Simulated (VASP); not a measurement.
Write the native input for VASP 6.6.1 that does the following.

* Task: single point
* Functional: PBE
* Potentials or basis: VASP PAW PBE potentials, release 64 (B, N)
* Cutoff: 520 eV
* k mesh: 14 × 14 × 14
* Occupations: fermi-dirac, width 0.05 eV
* Spin: no spin polarisation
* Dipole correction: no
* Further INCAR settings: ALGO = Normal; EDIFF = 1e-07; NBANDS = 11

The structure of BN (CsCl type) lies in POSCAR:

```
BN
1.0
    2.2729958072      0.0000000000      0.0000000000
    0.0000000000      2.2729958072      0.0000000000
    0.0000000000      0.0000000000      2.2729958072
B N
1 1
Direct
    0.0000000000      0.0000000000      0.0000000000
    0.5000000000      0.5000000000      0.5000000000
```

This cell differs from its parent crystal: volume scaled by 0.94.

One way to write it, as run:

INCAR

```
PREC     = Accurate       # precision mode
ENCUT    = 520            # plane-wave cutoff, eV
EDIFF    = 1E-7           # SCF threshold, eV
ISMEAR   = -1             # smearing method
SIGMA    = 0.05           # smearing width, eV
LREAL    = False          # projectors in reciprocal space
LASPH    = True           # aspherical terms in the spheres
NELM     = 60             # most SCF steps
ALGO     = Normal         # electronic algorithm
ISIF     = 2              # what is computed and relaxed
LWAVE    = False          # write WAVECAR
LCHARG   = True           # write CHGCAR
GGA      = PE             # functional
LELF     = True           # ELF
LVHAR    = True         
NBANDS   = 11             # bands
```

KPOINTS

```
regular mesh
0
Gamma
  14 14 14
```

Potentials or basis: VASP PAW PBE potentials, release 64 (B, N).

Command:

```sh
$ cat potpaw_PBE.64/B/POTCAR potpaw_PBE.64/N/POTCAR > POTCAR
$ mpirun -np 1 vasp_std > vasp.out
```

Results of the run:

```
Pressure               : 17.0 GPa
Band gap on the k mesh : zero (band 4 reaches 10.86 eV, above the bottom of band 5 at 7.43 eV)
```

It took 13 s on 1 thread of AMD EPYC 7R43 64-Core Processor (Zen 3) (shared host), peak memory 0.09 GiB.
